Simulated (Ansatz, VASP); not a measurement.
**Mg5Te2 in VASP and in Ansatz**

```
Mg Te
1.0
     6.19029    0.00000    0.00000
     0.00000    6.19029    0.00000
     0.00000    0.00000    4.66894
Mg Te
5 2
Direct
  0.75779 0.75779 0.00000
  0.24221 0.24221 0.00000
  0.24221 0.75779 0.00000
  0.75779 0.24221 0.00000
  0.50000 0.50000 0.50000
  0.50000 0.00000 0.50000
  0.00000 0.50000 0.50000
```

Alike in both runs: functional PBE; k mesh 3 × 3 × 3; occupations gaussian, width 0.2 eV; no spin polarisation.

Ansatz relaxed the structure, and its values are those at the end. VASP's run is a single point on that final structure, the one shown.

```csv
,VASP,Ansatz
version,VASP 6.6.1,Ansatz 0.2.0
potentials or method,"VASP PAW PBE potentials, release 64 (Mg, Te), cutoff 520 eV","scalar-relativistic, plane waves, PAW"
valence electrons in the cell,22,82
```

Ansatz gave:

| Item | Value |
| --- | --- |
| gap on the k mesh at the Fermi level (eV) | none |
| pressure (GPa) | 0.4 |

Q: Estimate VASP's values.

A: gap on the k mesh at the Fermi level (eV): none; pressure (GPa): 0.3.

A gap of «none» marks a metal or a gap that the smearing closes. VASP's potentials hold 22 valence electrons a cell and Ansatz's 82, so a difference there can come from the potentials and not from the codes.

The k mesh is coarse, so the values compare programs but aren't converged. Neither program's run includes spin-orbit coupling.
